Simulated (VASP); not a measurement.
# Ta4S in VASP: further runs

Runs on Ta4S. Level: PBE. Tasks: single point.

All numbers are computed with VASP 6.6.1; they aren't measurements. Logs are shortened: lines on timing, memory, paths and dates and some standing lists are left out, and cuts for length are marked.

### Step 1. The cell of the first run

The cell holds a slab with vacuum, 5 atoms: a = 3.319 Å, b = 3.319 Å, c = 20.300 Å, α = 90.00°, β = 90.00°, γ = 90.00°.

### Step 2. Single point, PBE

INCAR reads:

```
ALGO = Normal
DIPOL = 0.5 0.5 0.359
EDIFF = 1E-7
ENCUT = 520
GGA = PE
IDIPOL = 3
ISIF = 2
ISMEAR = 0
LASPH = True
LCHARG = True
LDIPOL = True
LELF = True
LREAL = False
LVACPOTAV = True
LVHAR = True
LWAVE = False
NBANDS = 33
NELM = 100
PREC = Accurate
SIGMA = 0.1
```

KPOINTS reads:

```
k-points
0
Gamma
  8 8 1
```

POSCAR reads:

```
Ta4S
1.0
    3.3189671341      0.0000000000      0.0000000000
    0.0000000000      3.3189671341      0.0000000000
    0.0000000000      0.0000000000     20.2996559613
Ta S
4 1
Direct
    0.5000000000      0.5000000000      0.1970476745
    0.0000000000      0.0000000000      0.2787970189
    0.5000000000      0.5000000000      0.3599139055
    0.0000000000      0.0000000000      0.4334879359
    0.0000000000      0.3750000000      0.5263155410
```

Potentials or basis: VASP PAW PBE potentials, release 64 (Ta_pv, S).

On the command line:

```
cat potpaw_PBE.64/Ta_pv/POTCAR potpaw_PBE.64/S/POTCAR > POTCAR
mpirun -np 1 vasp_std > vasp.out
```

OUTCAR:

```text
EDIFF = 1E-7
   ENCUT = 520
   GGA = PE
   ISIF = 2
   ISMEAR = 0
   LASPH = True
   LREAL = False
   NELM = 100
   PREC = Accurate

 ion  position               nearest neighbor table
   1  0.500  0.500  0.197-   2 2.87   2 2.87   2 2.87   2 2.87   3 3.31
   2  0.000  0.000  0.279-   3 2.87   3 2.87   3 2.87   3 2.87   1 2.87   1 2.87   1 2.87   1 2.87
                             4 3.14
   3  0.500  0.500  0.360-   4 2.78   4 2.78   4 2.78   4 2.78   2 2.87   2 2.87   2 2.87   2 2.87
                             1 3.31
   4  0.000  0.000  0.433-   5 2.26   3 2.78   3 2.78   3 2.78   3 2.78   5 2.80   2 3.14
   5  0.000  0.375  0.526-   4 2.26   4 2.80

  LATTYP: Found a simple tetragonal cell.
 ALAT       =     3.3189671341
 C/A-ratio  =     6.1162569984

  Lattice vectors:

 A1 = (   3.3189671341,   0.0000000000,   0.0000000000)
 A2 = (   0.0000000000,   3.3189671341,   0.0000000000)
 A3 = (   0.0000000000,   0.0000000000,  20.2996559613)

Analysis of symmetry for initial positions (statically):
=====================================================================
 Subroutine PRICEL returns:
 Original cell was already a primitive cell.

 Routine SETGRP: Setting up the symmetry group for a
 simple tetragonal supercell.

 Subroutine GETGRP returns: Found  2 space group operations
 (whereof  2 operations were pure point group operations)
 out of a pool of 16 trial point group operations.

The static configuration has the point symmetry C_1h.

Analysis of symmetry for dynamics (positions and initial velocities):
=====================================================================
 Subroutine PRICEL returns:
 Original cell was already a primitive cell.

 Routine SETGRP: Setting up the symmetry group for a
 simple tetragonal supercell.

 Subroutine GETGRP returns: Found  2 space group operations
 (whereof  2 operations were pure point group operations)
 out of a pool of 16 trial point group operations.

The dynamic configuration has the point symmetry C_1h.

 Subroutine INISYM returns: Found  2 space group operations
 (whereof  2 operations are pure point group operations),
 and found     1 'primitive' translations

----------------------------------------------------------------------------------------

                                     Primitive cell

  volume of cell :     223.6117

  direct lattice vectors                    reciprocal lattice vectors
     3.318967134  0.000000000  0.000000000     0.301298555  0.000000000  0.000000000
     0.000000000  3.318967134  0.000000000     0.000000000  0.301298555  0.000000000
     0.000000000  0.000000000 20.299655961     0.000000000  0.000000000  0.049261919

  length of vectors
     3.318967134  3.318967134 20.299655961     0.301298555  0.301298555  0.049261919

  position of ions in fractional coordinates (direct lattice)
     0.500000000  0.500000000  0.197047674
     0.000000000  0.000000000  0.278797019
     0.500000000  0.500000000  0.359913906
     0.000000000  0.000000000  0.433487936
     0.000000000  0.375000000  0.526315541

  ion indices of the primitive-cell ions
   primitive index   ion index
                 1           1
                 2           2
                 3           3
                 4           4
                 5           5

----------------------------------------------------------------------------------------

 KPOINTS: k-points

Automatic generation of k-mesh.
 Grid dimensions read from file:
 generate k-points for:    8    8    1

 Generating k-lattice:

  Cartesian coordinates                     Fractional coordinates (reciprocal lattice)
     0.037662319  0.000000000  0.000000000     0.125000000  0.000000000  0.000000000
     0.000000000  0.037662319  0.000000000     0.000000000  0.125000000  0.000000000
     0.000000000  0.000000000  0.049261919     0.000000000  0.000000000  1.000000000

  Length of vectors
     0.037662319  0.037662319  0.049261919

  Shift w.r.t. Gamma in fractional coordinates (k-lattice)
     0.000000000  0.000000000  0.000000000

 Subroutine IBZKPT returns following result:
 ===========================================

 Found     25 irreducible k-points:

 Following reciprocal coordinates:
            Coordinates               Weight
  0.000000  0.000000  0.000000      1.000000
  0.125000  0.000000  0.000000      2.000000
  0.000000  0.125000  0.000000      2.000000
  0.250000  0.000000  0.000000      2.000000
  0.000000  0.250000  0.000000      2.000000
  0.375000  0.000000  0.000000      2.000000
[... 16 lines left out ...]
  0.500000  0.375000  0.000000      2.000000
 -0.375000  0.500000  0.000000      2.000000
   k-points           NKPTS =     25   k-points in BZ     NKDIM =     25   number of bands    NBANDS=     33
   number of dos      NEDOS =    301   number of ions     NIONS =      5
   total plane-waves  NPLWV = 125440
   dimension x,y,z NGX =    28 NGY =   28 NGZ =  160
   dimension x,y,z NGXF=    56 NGYF=   56 NGZF=  320
   ions per type =               4   1
   NGX,Y,Z   is equivalent  to a cutoff of  14.03, 14.03, 13.10 a.u.
   NGXF,Y,Z  is equivalent  to a cutoff of  28.05, 28.05, 26.21 a.u.
 SYSTEM =  unknown system
   PREC   = accura    normal or accurate (medium, high low for compatibility)
   ISTART =      0    job   : 0-new  1-cont  2-samecut
   ICHARG =      2    charge: 1-file 2-atom 10-const
   ISPIN  =      1    spin polarized calculation?
   LNONCOLLINEAR =      F non collinear calculations
   LSORBIT =      F    spin-orbit coupling
   LASPH  =      T    aspherical Exc in radial PAW
   ENCUT  =  520.0 eV  38.22 Ry    6.18 a.u.   6.17  6.17 37.74*2*pi/ulx,y,z
   NELM   =    100;   NELMIN=  2; NELMDL= -5     # of ELM steps
   EDIFF  = 0.1E-06   stopping-criterion for ELM
   LREAL  =      F    real-space projection
   EDIFFG = 0.1E-05   stopping-criterion for IOM
   NSW    =      0    number of steps for IOM
   IBRION =     -1    ionic relax: 0-MD 1-quasi-New 2-CG
   NFREE  =      0    steps in history (QN), initial steepest desc. (CG)
   ISIF   =      2    stress and relaxation
   ISYM   =      2    0-nonsym 1-usesym 2-fastsym
   POTIM  = 0.5000    time-step for ionic-motion
   TEBEG  =    0.0;   TEEND  =   0.0 temperature during run
   PSTRESS=    0.0 pullay stress
   NELECT =      50.0000    total number of electrons
   NUPDOWN=      -1.0000    fix difference up-down
   EMIN   =  10.00;   EMAX   =-10.00  energy-range for DOS
   EFERMI =   0.00;   METHOD = LEGACY
   ISMEAR =     0;   SIGMA  =   0.10  broadening in eV -4-tet -1-fermi 0-gaus
   EFERMI_NEDOS =   21; number of points for ismear=-14 and -15
   IALGO  =     38    algorithm
   IMIX   =      4    mixing-type and parameters
     AMIX     =   0.40;   BMIX     =  1.00
     AMIX_MAG =   1.60;   BMIX_MAG =  1.00
  volume/ion in A,a.u.               =      44.72       301.80
  Fermi-wavevector in a.u.,A,eV,Ry     =   0.993650  1.877726 13.433572  0.987340
  Thomas-Fermi vector in A             =   2.125546
   LORBIT       =      0    0 simple, 1 ext, 2 COOP (PROOUT), +10 PAW based schemes
   GGA     = PE    functional components
   LHFCALC =     F    Hartree Fock is set to
   AEXX    =    0.0000 exact exchange contribution
   IVDW    =     0    specifies the selected vdW correction
   LEPSILON=     F    determine dielectric tensor
   LRPA    =     F    only Hartree local field effects (RPA)
 non-spin polarized calculation
 Gauss-broadening in eV      SIGMA  =   0.10
  energy-cutoff  :      520.00
  volume of cell :      223.61
 maximum number of plane-waves:      6059
 NGX is ok and might be reduce to    28
   NGX = 13   NGY = 13   NGZ = 75

 dipolmoment           0.000000      0.000000     -0.004703 electrons x Angstroem

 number of electron      49.9999996 magnetization

 dipolmoment           0.000000      0.000000      0.121627 electrons x Angstroem

 Free energy of the ion-electron system (eV)
  ---------------------------------------------------
  ext. energy  EPLUGINS =         0.00000000
  ---------------------------------------------------
  free energy    TOTEN  =       -49.18550162 eV

  energy without entropy =      -49.16331054  energy(sigma->0) =      -49.17440608

 E-fermi :  -0.5413     XC(G=0):  -5.9209

 val. band max:       -0.5516510223   @ k =   0.5000   0.5000   0.0000
 cond. band min:      -0.5376600453   @ k =  -0.2500   0.3750   0.0000
 fundamental gap:      0.0139909769
 Fermi energy:        -0.5413368563

 k-point     1 :       0.0000    0.0000    0.0000
  band No.  band energies     occupation
      1     -35.4932      2.00000
      2     -35.3214      2.00000
      3     -35.3047      2.00000
      4     -34.7710      2.00000
      5     -34.7559      2.00000
      6     -34.7383      2.00000
[... 25 lines left out ...]
     32       1.8060      0.00000
     33       2.3176      0.00000

 k-point     2 :       0.1250    0.0000    0.0000
  band No.  band energies     occupation
      1     -35.4970      2.00000
      2     -35.3383      2.00000
      3     -35.3134      2.00000
      4     -34.8291      2.00000
      5     -34.7762      2.00000
      6     -34.7201      2.00000
[... 25 lines left out ...]
     32       2.1576      0.00000
     33       2.3501      0.00000

 k-point     3 :       0.0000    0.1250    0.0000
  band No.  band energies     occupation
      1     -35.4971      2.00000
      2     -35.3547      2.00000
      3     -35.2966      2.00000
      4     -34.8113      2.00000
      5     -34.7683      2.00000
      6     -34.7510      2.00000
[... 25 lines left out ...]
     32       2.1992      0.00000
     33       2.3903      0.00000

 k-point     4 :       0.2500    0.0000    0.0000
  band No.  band energies     occupation
      1     -35.5087      2.00000
      2     -35.4155      2.00000
      3     -35.2940      2.00000
      4     -34.9238      2.00000
      5     -34.8431      2.00000
      6     -34.6643      2.00000
[... 673 lines left out ...]
     32       3.3619      0.00000
     33       3.6156      0.00000

 k-point    23 :       0.5000    0.3750    0.0000
  band No.  band energies     occupation
      1     -35.5070      2.00000
      2     -35.5062      2.00000
      3     -35.4264      2.00000
      4     -35.0318      2.00000
      5     -35.0047      2.00000
      6     -34.6693      2.00000
[... 25 lines left out ...]
     32       3.3219      0.00000
     33       3.6326      0.00000

 k-point    24 :      -0.3750    0.5000    0.0000
  band No.  band energies     occupation
      1     -35.5233      2.00000
      2     -35.4938      2.00000
      3     -35.4226      2.00000
      4     -35.0329      2.00000
      5     -35.0023      2.00000
      6     -34.6732      2.00000
[... 25 lines left out ...]
     32       3.2488      0.00000
     33       3.6964      0.00000

 [... further k-points ...]
[... 5 lines left out ...]
  --------------------------------------------------------------------------------------
  -------------------------------------------------------------------------------------
  Total       -0.9900242     -2.8302828      1.4653340      0.0000000      2.0350481      0.0000000
  in kB       -7.0935200    -20.2789671     10.4991131      0.0000000     14.5811130      0.0000000
  external PRESSURE =      -5.6244580 kB  Pullay stress =       0.0000000 kB

 VOLUME and BASIS-vectors are now :
 -----------------------------------------------------------------------------
  energy-cutoff  :      520.00
  volume of cell :      223.61
      direct lattice vectors                 reciprocal lattice vectors
     3.318967134  0.000000000  0.000000000     0.301298555  0.000000000  0.000000000
     0.000000000  3.318967134  0.000000000     0.000000000  0.301298555  0.000000000
     0.000000000  0.000000000 20.299655961     0.000000000  0.000000000  0.049261919

 POSITION                                       TOTAL-FORCE (eV/Angst)
 -----------------------------------------------------------------------------------
      1.65948      1.65948      4.00000         0.000000      0.105059      1.142287
      0.00000      0.00000      5.65948         0.000000     -0.016714     -1.290102
      1.65948      1.65948      7.30613         0.000000     -0.268623     -1.956977
      0.00000      0.00000      8.79966         0.000000     -0.926623      2.103817
      0.00000      1.24461     10.68402         0.000000      1.106901      0.000974
 -----------------------------------------------------------------------------------
    total drift:                                0.000000      0.000100      0.000104

  FREE ENERGIE OF THE ION-ELECTRON SYSTEM (eV)
  ---------------------------------------------------
  free  energy   TOTEN  =       -49.1855016155 eV

  energy  without entropy=      -49.1633105415  energy(sigma->0) =      -49.17440608

 vacuum level on the upper side and lower side of the slab         5.435         3.436
```

Wall time 3.4 min (1 thread of Intel Xeon 6975P-C (Granite Rapids), shared host); peak memory 0.43 GiB.

Results:

```
Free energy            : -49.1855 eV
Largest force          : 2.299 eV/Å
Band gap on the k mesh : zero (band 25 reaches -0.14 eV, above the bottom of band 26 at -0.89 eV)
```

Forces on the atoms (eV/Å):
```
Ta   0.000  0.105  1.142
Ta   0.000 -0.017 -1.290
Ta   0.000 -0.269 -1.957
Ta   0.000 -0.927  2.104
S    0.000  1.107  0.001
```

Levels at points of the mesh, in eV from the Fermi level:
| k point | band 23 | band 24 | band 25 | band 26 | band 27 | band 28 |
| --- | --- | --- | --- | --- | --- | --- |
| (0.00, 0.00, 0.00) | -0.12 | 0.39 | 0.40 | 0.48 | 0.59 | 0.97 |
| (0.50, 0.00, 0.00) | -0.80 | -0.15 | 0.17 | 0.21 | 0.83 | 1.10 |
| (0.00, 0.50, 0.00) | -0.85 | -0.42 | 0.23 | 0.25 | 0.98 | 1.18 |
| (0.50, 0.50, 0.00) | -1.26 | -0.98 | -0.32 | -0.01 | 1.82 | 2.08 |

Caveat: spin-orbit coupling is left out, which moves the levels of the heavy elements.

### Step 3. Single point, PBE

INCAR reads:

```
PREC = Accurate ; ENCUT = 520
EDIFF = 1E-7 ; ISMEAR = 0
SIGMA = 0.1 ; LREAL = False
LASPH = True ; NELM = 60
ALGO = Normal ; ISIF = 2
LWAVE = False ; LCHARG = False
LDIPOL = True ; IDIPOL = 3
DIPOL = 0.5 0.5 0.357 ; GGA = PE
NBANDS = 33
```

KPOINTS reads:

```
Automatic mesh
0
Gamma
  8 8 1
```

Changes to POSCAR since step 2:

```diff
@@ -12,2 +12,2 @@
     0.0000000000      0.0000000000      0.4334879359
-    0.0000000000      0.3750000000      0.5263155410
+    0.1250000000      0.5000000000      0.5165245671
```

Potentials or basis: VASP PAW PBE potentials, release 64 (Ta_pv, S).

On the command line:

```
cat potpaw_PBE.64/Ta_pv/POTCAR potpaw_PBE.64/S/POTCAR > POTCAR
mpirun -np 1 vasp_std > vasp.out
```

Run time: 3.2 min. Hardware: 1 thread of Intel Xeon 6975P-C (Granite Rapids), shared host; peak memory 0.43 GiB.

It converged, with:

| Quantity | Value |
| --- | --- |
| Free energy | -49.5965 eV |
| Largest force | 1.702 eV/Å |
| Band gap on the k mesh | zero (band 25 reaches -0.03 eV, above the bottom of band 26 at -0.51 eV) |

Forces in eV/Å, atoms in the order of the input:
```
Ta   0.050  0.000  1.068
Ta   0.084  0.000 -1.230
Ta  -0.373  0.000 -1.545
Ta  -0.158  0.000  1.694
S    0.397  0.000  0.013
```

Levels at points of the mesh, in eV from the Fermi level:
```tsv
k point	band 21	band 22	band 23	band 24	band 25	band 26	band 27	band 28	band 29	band 30
(0.00, 0.00, 0.00)	-1.03	-0.65	-0.14	0.37	0.37	0.46	0.48	0.81	1.00	1.64
(0.50, 0.00, 0.00)	-1.42	-1.03	-0.83	-0.28	-0.04	0.07	0.74	1.04	1.33	1.84
(0.00, 0.50, 0.00)	-1.47	-1.23	-0.89	-0.66	0.13	0.23	0.63	0.94	1.55	2.06
(0.50, 0.50, 0.00)	-1.85	-1.52	-1.44	-0.60	-0.34	-0.05	1.43	2.06	2.18	2.38
```

Caveat: spin-orbit coupling is left out, which moves the levels of the heavy elements.

### Step 4. Single point, PBE

INCAR reads:

```
SYSTEM = Ta4S
ALGO = Normal ; DIPOL = 0.5 0.5 0.353
EDIFF = 1E-6 ; ENCUT = 520
GGA = PE ; IDIPOL = 3
ISIF = 2 ; ISMEAR = 0
LASPH = .True. ; LCHARG = .False.
LDIPOL = .True. ; LREAL = .False.
LWAVE = .False. ; NBANDS = 33
NELM = 80 ; PREC = Accurate
SIGMA = 0.1
```

KPOINTS reads:

```
k-points
0
Gamma
  8 8 1
  0 0 0
```

Changes to POSCAR since step 3:

```diff
@@ -12,2 +12,2 @@
     0.0000000000      0.0000000000      0.4334879359
-    0.1250000000      0.5000000000      0.5165245671
+    0.3750000000      0.5000000000      0.4941647980
```

On the command line:

```
cat potpaw_PBE.64/Ta_pv/POTCAR potpaw_PBE.64/S/POTCAR > POTCAR
mpirun -np 1 vasp_std > vasp.out
```

Wall time 2.9 min (1 thread of Intel Xeon 6975P-C (Granite Rapids), shared host); peak memory 0.42 GiB.

It converged, with:

* Free energy: -50.6153 eV
* Largest force: 1.840 eV/Å
* Band gap on the k mesh: zero (band 25 reaches 0.40 eV, above the bottom of band 26 at 0.03 eV)

Forces in eV/Å, atoms in the order of the input:
```
Ta   0.093  0.000  0.994
Ta   0.078  0.000 -0.808
Ta  -0.569  0.000 -1.592
Ta  -1.219  0.000  1.378
S    1.617  0.000  0.028
```

Levels at points of the mesh, in eV from the Fermi level:
```tsv
k point	band 21	band 22	band 23	band 24	band 25	band 26	band 27	band 28	band 29	band 30
(0.00, 0.00, 0.00)	-1.95	-0.27	-0.12	0.24	0.29	0.30	0.59	0.63	1.13	1.45
(0.50, 0.00, 0.00)	-1.54	-1.48	-1.03	-0.82	-0.11	0.01	0.96	1.08	1.20	2.01
(0.00, 0.50, 0.00)	-1.55	-1.43	-1.14	-0.89	-0.08	0.10	0.20	0.94	1.75	2.01
(0.50, 0.50, 0.00)	-1.91	-1.72	-1.71	-0.43	-0.43	1.52	1.97	2.06	2.09	2.53
```

Caveat: spin-orbit coupling is left out, which moves the levels of the heavy elements.
